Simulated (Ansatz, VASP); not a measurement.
**One calculation of Tl, two programs**

```
Tl
1.0
     0.00000    2.60364    2.21309
     2.60364    0.00000    2.21309
     2.60364    2.60364    0.00000
Tl
1
Cartesian
  0.0000 0.0000 0.0000
```

Alike in both runs: task single point; functional PBE; dispersion D3(BJ); k mesh 18 × 18 × 18; occupations gaussian, width 0.15 eV; no spin polarisation.

|  | VASP | Ansatz |
| --- | --- | --- |
| version | VASP 6.6.1 | Ansatz 0.2.0 |
| potentials or method | VASP PAW PBE potentials, release 64 (Tl_d), cutoff 520 eV | scalar-relativistic, plane waves, PAW |
| valence electrons in the cell | 13 | 13 |

|  | VASP | Ansatz | Ansatz less VASP |
| --- | --- | --- | --- |
| gap on the k mesh at the Fermi level (eV) | none | none | - |
| pressure (GPa) | -0.6 | -0.6 | +0.05 |
| traceless stress, the component that is largest in VASP (GPa) | -0.19 | -0.19 | +0.007 |

A gap of «none» marks a metal or a gap that the smearing closes.

Neither program's run includes spin-orbit coupling.
